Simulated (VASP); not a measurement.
CuI:

```
Cu I
1.0
     3.66139    0.00000    0.00000
     0.00000    3.66139    0.00000
     0.00000    0.00000    3.66139
Cu I
1 1
Cartesian
  0.0000 0.0000 0.0000
  1.8307 1.8307 1.8307
```

Base run:

| Property | Result |
| --- | --- |
| Program | VASP 6.6.1 |
| Functional | PBE |
| Potentials or basis | VASP PAW PBE potentials, release 64 (Cu, I) |
| Cutoff | 520 eV |
| k mesh | 6 × 6 × 6 |
| Occupations | fermi-dirac, width 0.02 eV |
| Spin | no spin polarisation |

Its results: band gap on the k mesh zero (band 9 reaches 5.62 eV, above the bottom of band 10 at 5.21 eV); pressure -0.8 GPa.

Problem. The run is repeated on the same cell with these changes: k mesh from 6 × 6 × 6 to 4 × 4 × 4. What comes out?

Solution. Band gap on the k mesh zero (band 9 reaches 5.61 eV, above the bottom of band 10 at 5.21 eV); pressure 0.2 GPa.

Caveats: some runs use coarse meshes; spin-orbit coupling is left out, which moves the levels of the heavy elements; semilocal functionals often make such compounds metallic where correlation or magnetic order opens a gap, which also shifts bond lengths.
